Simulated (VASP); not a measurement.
Al3BiO, 5 atoms in the cell. It takes space group P4mm (No. 99, tetragonal). Conventional cell: a = 3.903 Å, b = 3.903 Å, c = 7.106 Å, α = 90.00°, β = 90.00°, γ = 90.00°. Within 2.6 Å of Al (site symmetry 2mm) lie 2 O at 1.97 Å. Al (site symmetry 4mm) has 4 Al at 2.69 Å and 1 Bi at 2.80 Å and 4 O at 3.49 Å within 3.5 Å. Within 3.7 Å of Bi (site symmetry 4mm) lie 5 Al at 2.80 to 3.13 Å and 4 O at 3.51 Å. O (site symmetry 4mm) has 4 Al at 1.97 Å within 2.6 Å. 

```yaml
Program: VASP 6.6.1
Task: relaxation of cell and atoms
Functional: PBE
Potentials_or_basis: VASP PAW PBE potentials, release 64 (Al, Bi_d, O)
Cutoff: 600 eV
k_mesh: 10 × 10 × 6
Occupations: gaussian, width 0.1 eV
Spin: no spin polarisation
Dipole_correction: no
Further_INCAR_settings: ALGO = Normal; EDIFF = 1e-07; IBRION = 2; EDIFFG = -0.01; NSW = 100; ISIF = 3
```

Potentials or basis: VASP PAW PBE potentials, release 64 (Al, Bi_d, O).

Run with:

```bash
$ cat potpaw_PBE.64/Al/POTCAR potpaw_PBE.64/Bi_d/POTCAR potpaw_PBE.64/O/POTCAR > POTCAR
$ mpirun -np 1 vasp_std > vasp.out
```

Hardware: 1 thread of Intel(R) Xeon(R) Platinum 8259CL CPU @ 2.50GHz (Skylake/Cascade Lake) (shared host).

Q: How long does it take, and how much memory?

A: Wall time 61 min on 1 thread of Intel(R) Xeon(R) Platinum 8259CL CPU @ 2.50GHz (Skylake/Cascade Lake) (shared host), peak memory 0.43 GiB. Counts: scf iterations 322, k points 84, ion steps 39.
